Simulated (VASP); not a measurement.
# MgO (P-6m2) in VASP: notebook

MgO is run at these levels: PBE; tasks: single point.

Program: VASP 6.6.1. These are calculated values, not measurements. Logs are shortened: lines on timing, memory, paths and dates and some standing lists are left out, and cuts for length are marked.

### 1 The cell of the first run

The structure is hexagonal, space group P-6m2 (No. 187). The conventional cell has a = 2.878 Å, b = 2.878 Å, c = 2.625 Å, α = 90.00°, β = 90.00°, γ = 120.00°. Mg (site symmetry -6m2) has 6 O at 2.12 Å and 2 Mg at 2.62 Å within 2.8 Å. Within 2.8 Å of O (site symmetry -6m2) lie 6 Mg at 2.12 Å and 2 O at 2.62 Å.

### 2 Single point, PBE

The input, INCAR:

```
SYSTEM = MgO
PREC     = Accurate       ! precision mode
ENCUT    = 520            ! plane-wave cutoff, eV
EDIFF    = 1E-7           ! SCF threshold, eV
ISMEAR   = -1             ! smearing method
SIGMA    = 0.05           ! smearing width, eV
LREAL    = .False.        ! projectors in reciprocal space
LASPH    = .True.         ! aspherical terms in the spheres
NELM     = 60             ! most SCF steps
ALGO     = Normal         ! electronic algorithm
ISIF     = 2              ! what is computed and relaxed
LWAVE    = .False.        ! write WAVECAR
LCHARG   = .False.        ! write CHGCAR
GGA      = PE             ! functional
NBANDS   = 11             ! bands
```

The input, KPOINTS:

```
regular mesh
0
Gamma
  10 10 10
  0 0 0
```

The input, POSCAR:

```
MgO
1.0
    2.8780444641      0.0000000000      0.0000000000
   -1.4390222320      2.4924596191      0.0000000000
    0.0000000000      0.0000000000      2.6249773038
Mg O
1 1
Direct
    0.0000000000      0.0000000000      0.0000000000
    0.3333333333      0.6666666667      0.5000000000
```

Potentials or basis: VASP PAW PBE potentials, release 64 (Mg, O).

Command:

```
> cat potpaw_PBE.64/Mg/POTCAR potpaw_PBE.64/O/POTCAR > POTCAR
> mpirun -np 1 vasp_std > vasp.out
```

OUTCAR:

```text
SYSTEM = MgO
   PREC = Accurate
   ENCUT = 520
   EDIFF = 1E-7
   ISMEAR = -1
   LREAL = .False.
   LASPH = .True.
   NELM = 60
   ISIF = 2
   GGA = PE

 ion  position               nearest neighbor table
   1  0.000  0.000  0.000-   2 2.12   2 2.12   2 2.12   2 2.12   2 2.12   2 2.12
   2  0.333  0.667  0.500-   1 2.12   1 2.12   1 2.12   1 2.12   1 2.12   1 2.12

  LATTYP: Found a hexagonal cell.
 ALAT       =     2.8780444641
 C/A-ratio  =     0.9120697531

  Lattice vectors:

 A1 = (   2.8780444641,   0.0000000000,   0.0000000000)
 A2 = (  -1.4390222320,   2.4924596191,   0.0000000000)
 A3 = (   0.0000000000,   0.0000000000,   2.6249773038)

Analysis of symmetry for initial positions (statically):
=====================================================================
 Subroutine PRICEL returns:
 Original cell was already a primitive cell.

 Routine SETGRP: Setting up the symmetry group for a
 hexagonal supercell.

 Subroutine GETGRP returns: Found 12 space group operations
 (whereof 12 operations were pure point group operations)
 out of a pool of 24 trial point group operations.

The static configuration has the point symmetry D_3h.

Analysis of symmetry for dynamics (positions and initial velocities):
=====================================================================
 Subroutine PRICEL returns:
 Original cell was already a primitive cell.

 Routine SETGRP: Setting up the symmetry group for a
 hexagonal supercell.

 Subroutine GETGRP returns: Found 12 space group operations
 (whereof 12 operations were pure point group operations)
 out of a pool of 24 trial point group operations.

The dynamic configuration has the point symmetry D_3h.

 Subroutine INISYM returns: Found 12 space group operations
 (whereof 12 operations are pure point group operations),
 and found     1 'primitive' translations

----------------------------------------------------------------------------------------

                                     Primitive cell

  volume of cell :      18.8300

  direct lattice vectors                    reciprocal lattice vectors
     2.878044464  0.000000000  0.000000000     0.347458148  0.200605055  0.000000000
    -1.439022232  2.492459619  0.000000000     0.000000000  0.401210111  0.000000000
     0.000000000  0.000000000  2.624977304     0.000000000  0.000000000  0.380955675

  length of vectors
     2.878044464  2.878044464  2.624977304     0.401210111  0.401210111  0.380955675

  position of ions in fractional coordinates (direct lattice)
     0.000000000  0.000000000  0.000000000
     0.333333333  0.666666667  0.500000000

  ion indices of the primitive-cell ions
   primitive index   ion index
                 1           1
                 2           2

----------------------------------------------------------------------------------------

 KPOINTS: regular mesh

Automatic generation of k-mesh.
 Grid dimensions read from file:
 generate k-points for:   10   10   10

 Generating k-lattice:

  Cartesian coordinates                     Fractional coordinates (reciprocal lattice)
     0.034745815  0.020060506  0.000000000     0.100000000  0.000000000  0.000000000
     0.000000000  0.040121011  0.000000000     0.000000000  0.100000000  0.000000000
     0.000000000  0.000000000  0.038095567     0.000000000  0.000000000  0.100000000

  Length of vectors
     0.040121011  0.040121011  0.038095567

  Shift w.r.t. Gamma in fractional coordinates (k-lattice)
     0.000000000  0.000000000  0.000000000

 Subroutine IBZKPT returns following result:
 ===========================================

 Found     84 irreducible k-points:

 Following reciprocal coordinates:
            Coordinates               Weight
  0.000000  0.000000  0.000000      1.000000
  0.100000  0.000000  0.000000      6.000000
  0.200000  0.000000  0.000000      6.000000
  0.300000 -0.000000  0.000000      6.000000
  0.400000  0.000000  0.000000      6.000000
  0.500000  0.000000  0.000000      3.000000
[... 16 lines left out ...]
  0.300000  0.100000  0.100000     24.000000
  0.400000  0.100000  0.100000     24.000000
 [... further k-points ...]
   k-points           NKPTS =     84   k-points in BZ     NKDIM =     84   number of bands    NBANDS=     11
   number of dos      NEDOS =    301   number of ions     NIONS =      2
   total plane-waves  NPLWV =  11520
   dimension x,y,z NGX =    24 NGY =   24 NGZ =   20
   dimension x,y,z NGXF=    48 NGYF=   48 NGZF=   40
   ions per type =               1   1
   NGX,Y,Z   is equivalent  to a cutoff of  13.86, 13.86, 12.67 a.u.
   NGXF,Y,Z  is equivalent  to a cutoff of  27.73, 27.73, 25.33 a.u.
 SYSTEM =  MgO
   PREC   = accura    normal or accurate (medium, high low for compatibility)
   ISTART =      0    job   : 0-new  1-cont  2-samecut
   ICHARG =      2    charge: 1-file 2-atom 10-const
   ISPIN  =      1    spin polarized calculation?
   LNONCOLLINEAR =      F non collinear calculations
   LSORBIT =      F    spin-orbit coupling
   LASPH  =      T    aspherical Exc in radial PAW
   ENCUT  =  520.0 eV  38.22 Ry    6.18 a.u.   5.35  5.35  4.88*2*pi/ulx,y,z
   NELM   =     60;   NELMIN=  2; NELMDL= -5     # of ELM steps
   EDIFF  = 0.1E-06   stopping-criterion for ELM
   LREAL  =      F    real-space projection
   EDIFFG = 0.1E-05   stopping-criterion for IOM
   NSW    =      0    number of steps for IOM
   IBRION =     -1    ionic relax: 0-MD 1-quasi-New 2-CG
   NFREE  =      0    steps in history (QN), initial steepest desc. (CG)
   ISIF   =      2    stress and relaxation
   ISYM   =      2    0-nonsym 1-usesym 2-fastsym
   POTIM  = 0.5000    time-step for ionic-motion
   TEBEG  =    0.0;   TEEND  =   0.0 temperature during run
   PSTRESS=    0.0 pullay stress
   NELECT =       8.0000    total number of electrons
   NUPDOWN=      -1.0000    fix difference up-down
   EMIN   =  10.00;   EMAX   =-10.00  energy-range for DOS
   EFERMI =   0.00;   METHOD = LEGACY
   ISMEAR =    -1;   SIGMA  =   0.05  broadening in eV -4-tet -1-fermi 0-gaus
   EFERMI_NEDOS =   21; number of points for ismear=-14 and -15
   IALGO  =     38    algorithm
   IMIX   =      4    mixing-type and parameters
     AMIX     =   0.40;   BMIX     =  1.00
     AMIX_MAG =   1.60;   BMIX_MAG =  1.00
  volume/ion in A,a.u.               =       9.42        63.54
  Fermi-wavevector in a.u.,A,eV,Ry     =   1.230706  2.325698 20.607902  1.514638
  Thomas-Fermi vector in A             =   2.365544
   LORBIT       =      0    0 simple, 1 ext, 2 COOP (PROOUT), +10 PAW based schemes
   GGA     = PE    functional components
   LHFCALC =     F    Hartree Fock is set to
   AEXX    =    0.0000 exact exchange contribution
   IVDW    =     0    specifies the selected vdW correction
   LEPSILON=     F    determine dielectric tensor
   LRPA    =     F    only Hartree local field effects (RPA)
 non-spin polarized calculation
  energy-cutoff  :      520.00
  volume of cell :       18.83
 maximum number of plane-waves:       532
 NGX is ok and might be reduce to    24
   NGX = 11   NGY = 11   NGZ =  9

 number of electron       7.9999996 magnetization

 Free energy of the ion-electron system (eV)
  ---------------------------------------------------
  ext. energy  EPLUGINS =         0.00000000
  ---------------------------------------------------
  free energy    TOTEN  =       -11.19952773 eV

  energy without entropy =      -11.19952773  energy(sigma->0) =      -11.19952773

 E-fermi :   4.9281     XC(G=0): -11.0194

 val. band max:        3.7803420133   @ k =   0.3000   0.3000   0.0000
 cond. band min:       7.2652705251   @ k =   0.0000   0.0000   0.0000
 fundamental gap:      3.4849285118
 Fermi energy:         4.9281308835

 k-point     1 :       0.0000    0.0000    0.0000
  band No.  band energies     occupation
      1     -13.9804      2.00000
      2       3.1375      2.00000
      3       3.1375      2.00000
      4       3.3730      2.00000
      5       7.2653      0.00000
      6      15.8631      0.00000
      7      19.8770      0.00000
      8      19.8770      0.00000
      9      24.3231      0.00000
     10      25.6599      0.00000
     11      27.2361      0.00000

 k-point     2 :       0.1000    0.0000    0.0000
  band No.  band energies     occupation
      1     -13.8830      2.00000
      2       2.4632      2.00000
      3       3.0587      2.00000
      4       3.4058      2.00000
      5       7.8873      0.00000
      6      15.9189      0.00000
      7      18.8528      0.00000
      8      20.1656      0.00000
      9      25.4582      0.00000
     10      25.5845      0.00000
     11      27.3949      0.00000

 k-point     3 :       0.2000    0.0000    0.0000
  band No.  band energies     occupation
      1     -13.6168      2.00000
      2       1.1456      2.00000
      3       2.8603      2.00000
      4       3.4934      2.00000
      5       9.0528      0.00000
      6      15.5941      0.00000
      7      18.0119      0.00000
      8      20.8983      0.00000
      9      24.8956      0.00000
     10      25.6348      0.00000
     11      27.9640      0.00000

 k-point     4 :       0.3000   -0.0000    0.0000
  band No.  band energies     occupation
      1     -13.2594      2.00000
      2      -0.1348      2.00000
      3       2.6293      2.00000
      4       3.6057      2.00000
      5      10.0644      0.00000
      6      14.9160      0.00000
      7      17.9742      0.00000
      8      21.7245      0.00000
      9      24.1576      0.00000
     10      25.4504      0.00000
     11      29.1981      0.00000
[... 239 lines left out ...]
 k-point    22 :       0.2000    0.1000    0.1000
  band No.  band energies     occupation
      1     -13.3025      2.00000
      2       0.4775      2.00000
      3       2.5730      2.00000
      4       3.0109      2.00000
      5      10.1782      0.00000
      6      15.2665      0.00000
      7      18.3126      0.00000
      8      20.8996      0.00000
      9      23.2556      0.00000
     10      26.0954      0.00000
     11      28.1742      0.00000

 k-point    23 :       0.3000    0.1000    0.1000
  band No.  band energies     occupation
      1     -12.9689      2.00000
      2      -0.4972      2.00000
      3       2.2482      2.00000
      4       3.1682      2.00000
      5      10.9106      0.00000
      6      14.8542      0.00000
      7      18.2152      0.00000
      8      21.1801      0.00000
      9      22.8321      0.00000
     10      26.5454      0.00000
     11      28.4551      0.00000

 k-point    24 :       0.4000    0.1000    0.1000
  band No.  band energies     occupation
      1     -12.7464      2.00000
      2      -1.0665      2.00000
      3       2.0565      2.00000
      4       3.2698      2.00000
      5      11.1960      0.00000
      6      14.9175      0.00000
      7      17.7668      0.00000
      8      21.7410      0.00000
      9      22.3990      0.00000
     10      27.1396      0.00000
     11      28.4990      0.00000

 [... further k-points ...]
[... 5 lines left out ...]
  --------------------------------------------------------------------------------------
  -------------------------------------------------------------------------------------
  Total        0.9696486      0.9696486      1.2421772      0.0000000      0.0000000     -0.0000000
  in kB       82.5037672     82.5037672    105.6922079      0.0000000      0.0000000     -0.0000000
  external PRESSURE =      90.2332474 kB  Pullay stress =       0.0000000 kB

 VOLUME and BASIS-vectors are now :
 -----------------------------------------------------------------------------
  energy-cutoff  :      520.00
  volume of cell :       18.83
      direct lattice vectors                 reciprocal lattice vectors
     2.878044464  0.000000000  0.000000000     0.347458148  0.200605055  0.000000000
    -1.439022232  2.492459619  0.000000000     0.000000000  0.401210111  0.000000000
     0.000000000  0.000000000  2.624977304     0.000000000  0.000000000  0.380955675

 POSITION                                       TOTAL-FORCE (eV/Angst)
 -----------------------------------------------------------------------------------
      0.00000      0.00000      0.00000        -0.000000      0.000000      0.000000
     -0.00000      1.66164      1.31249         0.000000     -0.000000      0.000000
 -----------------------------------------------------------------------------------
    total drift:                                0.000000     -0.000000     -0.000000

  FREE ENERGIE OF THE ION-ELECTRON SYSTEM (eV)
  ---------------------------------------------------
  free  energy   TOTEN  =       -11.1995277300 eV

  energy  without entropy=      -11.1995277300  energy(sigma->0) =      -11.19952773
```

Wall time 15 s (1 thread of Intel Xeon 8259CL, shared host); peak memory 0.15 GiB.

Results:

```
Free energy            : -11.1995 eV
Pressure               : 9.0 GPa
Band gap on the k mesh : 3.48 eV, indirect (least direct gap 3.89 eV)
```

Levels at points of the mesh, in eV from the valence-band top:
```
           k point  band 1  band 2  band 3  band 4  band 5  band 6  band 7  band 8  band 9
(0.00, 0.00, 0.00)  -17.76   -0.64   -0.64   -0.41    3.48   12.08   16.10   16.10   20.54
(0.50, 0.00, 0.00)  -16.59   -5.17   -1.39   -0.04    6.90   11.26   13.53   18.70   19.53
(0.00, 0.00, 0.50)  -16.56   -5.64   -0.10   -0.10    8.84    9.53   18.02   18.02   18.97
(0.50, 0.00, 0.50)  -15.75   -3.94   -3.57   -0.89    6.02   11.85   14.84   15.57   15.84
```

A k mesh can miss the band edges.

### 3 Single point, PBE

This run uses another cell than the first one, of 9.62 Å³/atom, 1.021 times its volume.

The input, INCAR:

```
PREC     = Accurate       # precision mode
ENCUT    = 520            # plane-wave cutoff, eV
EDIFF    = 1E-7           # SCF threshold, eV
ISMEAR   = -1             # smearing method
SIGMA    = 0.05           # smearing width, eV
LREAL    = F              # projectors in reciprocal space
LASPH    = T              # aspherical terms in the spheres
NELM     = 60             # most SCF steps
ALGO     = Normal         # electronic algorithm
ISIF     = 2              # what is computed and relaxed
LWAVE    = F              # write WAVECAR
LCHARG   = F              # write CHGCAR
GGA      = PE             # functional
NBANDS   = 11             # bands
```

The input, KPOINTS:

```
Automatic mesh
0
Gamma
  10 10 10
```

The input, POSCAR:

```
MgO
1.0
    2.8983130506      0.0000000000      0.0000000000
   -1.4491565253      2.5100127300      0.0000000000
    0.0000000000      0.0000000000      2.6434636685
Mg O
1 1
Direct
    0.0000000000      0.0000000000      0.0000000000
    0.3333333333      0.6666666667      0.5000000000
```

Potentials or basis: VASP PAW PBE potentials, release 64 (Mg, O).

Command:

```
> cat potpaw_PBE.64/Mg/POTCAR potpaw_PBE.64/O/POTCAR > POTCAR
> mpirun -np 1 vasp_std > vasp.out
```

Run time: 17 s. Hardware: 1 thread of Intel Xeon 8259CL, shared host; peak memory 0.14 GiB.

Results (log left out):

- Free energy: -11.2180 eV
- Pressure: 5.5 GPa
- Band gap on the k mesh: 3.32 eV, indirect (least direct gap 3.72 eV)

Stress tensor (GPa, compression positive):
```
4.97 0.00 0.00
0.00 4.97 0.00
0.00 0.00 6.42
```

Levels at points of the mesh, in eV from the valence-band top:
```
           k point  band 1  band 2  band 3  band 4  band 5  band 6  band 7  band 8
(0.00, 0.00, 0.00)  -17.64   -0.63   -0.63   -0.40    3.32   12.01   15.92   15.92
(0.50, 0.00, 0.00)  -16.52   -5.06   -1.36   -0.04    6.80   11.01   13.38   18.39
(0.00, 0.00, 0.50)  -16.49   -5.54   -0.10   -0.10    8.65    9.35   17.86   17.86
(0.50, 0.00, 0.50)  -15.71   -3.86   -3.49   -0.87    5.96   11.70   14.54   15.32
```

A k mesh can miss the band edges.
